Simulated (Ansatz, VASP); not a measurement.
CuO in VASP and in Ansatz

```xyz
4
Lattice="1.9910 -2.1536 0.0000 1.9910 2.1536 0.0000 0.0000 0.0000 5.1559" Properties=species:S:1:pos:R:3 pbc="T T T"
Cu    0.9955    1.0768    0.0000
Cu    0.9955   -1.0768    2.5780
O     1.9910    0.0000    1.2890
O     1.9910    0.0000    3.8669
```

Alike in both runs: task single point; functional PBE; k mesh 14 × 14 × 8; occupations gaussian, width 0.1 eV; no spin polarisation.

|  | VASP | Ansatz |
| --- | --- | --- |
| version | VASP 6.6.1 | Ansatz 0.2.0 |
| potentials or method | VASP PAW PBE potentials, release 64 (Cu, O), cutoff 520 eV | scalar-relativistic, plane waves, PAW |
| valence electrons in the cell | 34 | 50 |

```csv
,VASP,Ansatz,Ansatz less VASP
gap on the k mesh at the Fermi level (eV),none,none,-
pressure (GPa),2.1,1.4,-0.68
"traceless stress, the component that is largest in VASP (GPa)",-0.51,-0.46,+0.051
```

A gap of «none» marks a metal or a gap that the smearing closes. VASP's potentials hold 34 valence electrons a cell and Ansatz's 50, so a difference there can come from the potentials and not from the codes.
